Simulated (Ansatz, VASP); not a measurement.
## Two plane-wave programs on NaCl

```
Na Cl
1.0
     0.00000    2.83175    3.05829
     2.83175    0.00000    3.05829
     2.83175    2.83175    0.00000
Na Cl
1 1
Direct
  0.00000 0.00000 0.00000
  0.50000 0.50000 0.50000
```

Change from the starting cell: strain +0.000 along x and y, +0.080 along z, atoms carried along.

Alike in both runs: task single point; functional PBE; k mesh 8 × 8 × 8; occupations gaussian, width 0.05 eV; no spin polarisation.

|  | VASP | Ansatz |
| --- | --- | --- |
| version | VASP 6.6.1 | Ansatz 0.2.0 |
| potentials or method | VASP PAW PBE potentials, release 64 (Na_pv, Cl), cutoff 520 eV | scalar-relativistic, plane waves, PAW |
| valence electrons in the cell | 14 | 16 |

|  | VASP | Ansatz | Ansatz less VASP |
| --- | --- | --- | --- |
| gap on the k mesh at the Fermi level (eV) | 4.76 | 4.76 | 0.000 |
| least direct gap on the mesh (eV) | 4.76 | 4.76 | 0.000 |
| pressure (GPa) | -1.0 | -1.0 | +0.03 |
| traceless stress, the component that is largest in VASP (GPa) | -1.07 | -1.07 | +0.008 |

VASP's potentials hold 14 valence electrons a cell and Ansatz's 16, so a difference there can come from the potentials and not from the codes.
